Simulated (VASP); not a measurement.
SiC: relaxation of the atoms with PBE

The system is SiC.

```
Si C
1.0
     1.53890   -2.66750    0.00000
     1.53890    2.66750    0.00000
     0.00000    0.00000   15.12190
Si C
6 6
Cartesian
  1.5389 1.7750 12.9746
  1.5389 -1.7750 5.4136
  1.5389 -0.0037 7.9254
  1.5389 0.0037 0.3644
  1.5389 -1.7910 10.4529
  1.5389 1.7910 2.8919
  1.5389 0.0213 9.8338
  1.5389 -0.0213 2.2728
  1.5389 1.8139 14.8452
  1.5389 -1.8139 7.2842
  1.5389 -1.7552 12.3516
  1.5389 1.7552 4.7906
```

```yaml
Program: VASP 6.6.1
Task: relaxation of the atoms
Functional: PBE
Potentials_or_basis: VASP PAW PBE potentials, release 64 (Si, C)
Cutoff: 520 eV
k_mesh: 10 × 10 × 2
Occupations: fermi-dirac, width 0.02 eV
Spin: no spin polarisation
Dipole_correction: no
Further_INCAR_settings: ALGO = Normal; EDIFF = 1e-07; IBRION = 2; EDIFFG = -0.02; NSW = 80
```

- Energy gained by relaxing: 5.6 meV/atom
- Ionic steps: 12
- Pressure after relaxing: 3.2 GPa
- Largest force after relaxing: 0.018 eV/Å
- Band gap on the k mesh: 2.02 eV (least direct gap 3.12 eV)

Forces on the atoms (eV/Å):
```
Si   0.000 -0.017 -0.002
Si   0.000  0.017 -0.002
Si   0.000  0.003  0.002
Si   0.000 -0.003  0.002
Si   0.000  0.006  0.005
Si   0.000 -0.006  0.005
C    0.000  0.008 -0.007
C    0.000 -0.008 -0.007
C    0.000  0.003  0.005
C    0.000 -0.003  0.005
C    0.000 -0.017 -0.002
C    0.000  0.017 -0.002
```

Stress tensor (GPa, compression positive):
```
3.44 0.00 0.00
0.00 3.20 0.00
0.00 0.00 2.83
```

The path:
```
step  energy change (eV)  largest force (eV/Å)  pressure (GPa)
   1              0.0000                0.7263            3.31
   2             -0.0274                0.6891            3.24
   3             -0.0644                0.1808            3.16
   4             -0.0659                0.0980            3.16
   5             -0.0662                0.0605            3.16
   6             -0.0668                0.0337            3.15
   7             -0.0668                0.0380            3.15
   8             -0.0671                0.0338            3.15
   9             -0.0673                0.0651            3.15
  10             -0.0673                0.0508            3.15
  11             -0.0674                0.0398            3.15
  12             -0.0676                0.0175            3.15
```

Final structure:
```yaml
crystal:
  lattice:
    - [1.53890, -2.66750, 0.00000]
    - [1.53890, 2.66750, 0.00000]
    - [0.00000, 0.00000, 15.12190]
  atoms:
    - { symbol: Si, position: [0.16520, 0.83480, 0.85772] }
    - { symbol: Si, position: [0.83480, 0.16520, 0.35772] }
    - { symbol: Si, position: [0.50083, 0.49917, 0.52450] }
    - { symbol: Si, position: [0.49917, 0.50083, 0.02450] }
    - { symbol: Si, position: [0.83353, 0.16647, 0.69123] }
    - { symbol: Si, position: [0.16647, 0.83353, 0.19123] }
    - { symbol: C, position: [0.50042, 0.49958, 0.64983] }
    - { symbol: C, position: [0.49958, 0.50042, 0.14983] }
    - { symbol: C, position: [0.16585, 0.83415, 0.98267] }
    - { symbol: C, position: [0.83415, 0.16585, 0.48267] }
    - { symbol: C, position: [0.83199, 0.16801, 0.81620] }
    - { symbol: C, position: [0.16801, 0.83199, 0.31620] }
```

Levels at points of the mesh, in eV from the valence-band top:
```csv
k point,band 22,band 23,band 24,band 25,band 26,band 27
"(0.00, 0.00, 0.00)",-0.05,-0.01,0.00,5.19,5.36,5.77
"(0.50, 0.00, 0.00)",-1.79,-1.67,-1.11,2.02,2.21,3.21
"(0.50, 0.50, 0.00)",-1.78,-1.68,-1.10,2.02,2.22,3.22
"(0.00, 0.00, 0.50)",-0.10,-0.10,-0.10,5.25,5.25,6.00
"(0.50, 0.00, 0.50)",-1.72,-1.31,-1.31,2.06,2.06,3.43
"(0.50, 0.50, 0.50)",-1.73,-1.30,-1.30,2.07,2.07,3.44
```

It took 6.6 min on 2 MPI ranks on Intel(R) Xeon(R) Platinum 8488C (Sapphire Rapids) (shared host), peak memory 0.34 GiB a rank.

A k mesh can miss the band edges.
